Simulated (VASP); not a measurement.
Here is a VASP 6.6.1 calculation.

Contents of POSCAR:

```
Si
1.0
    3.7617819332      0.0000000000      0.0000000000
   -1.8808909666      3.2577987176      0.0000000000
    0.0000000000      0.0000000000     12.3659726558
Si
8
Direct
    0.0000000000      0.0000000000      0.0005516776
    0.3333333333      0.6666666667      0.2496687367
    0.0000000000      0.0000000000      0.5005516776
    0.6666666667      0.3333333333      0.7496687367
    0.0000000000      0.0000000000      0.1869483224
    0.3333333333      0.6666666667      0.4378312633
    0.0000000000      0.0000000000      0.6869483224
    0.6666666667      0.3333333333      0.9378312633
```

The input INCAR.step1:

```
  ALGO = Normal
  EDIFF = 1E-4
  ENCUT = 520
  GGA = PE
  ISMEAR = 0
  LASPH = True
  LCHARG = False
  LREAL = False
  LWAVE = True
  NBANDS = 26
  NELM = 60
  PREC = Accurate
  SIGMA = 0.01
```

INCAR.step2

```
  ALGO = Normal
  EDIFF = 1E-6
  ENCUT = 520
  ISIF = 2
  ISMEAR = 0
  ISTART = 1
  LASPH = True
  LCHARG = False
  LMIXTAU = True
  LREAL = False
  LWAVE = False
  METAGGA = R2SCAN
  NBANDS = 26
  NELM = 60
  PREC = Accurate
  SIGMA = 0.01
```

KPOINTS

```
k-points
0
Gamma
  6 6 2
```

Potentials or basis: VASP PAW PBE potentials, release 64 (Si).

Launch:

```bash
$ cat potpaw_PBE.64/Si/POTCAR > POTCAR
$ cp INCAR.step1 INCAR
$ mpirun -np 1 vasp_std > vasp.out
$ cp INCAR.step2 INCAR
$ mpirun -np 1 vasp_std > vasp.out
```

(1) Predict the largest force.

(2) What does it give for the pressure?

(3) Predict the band gap on the k mesh.

## Answers

(1) 0.012 eV/Å.

(2) 6.6 GPa.

(3) 0.65 eV (least direct gap 1.83 eV).

Caveat: the cell stands under pressure; the PAW data sets were made with another functional, which shifts forces and pressure a little.
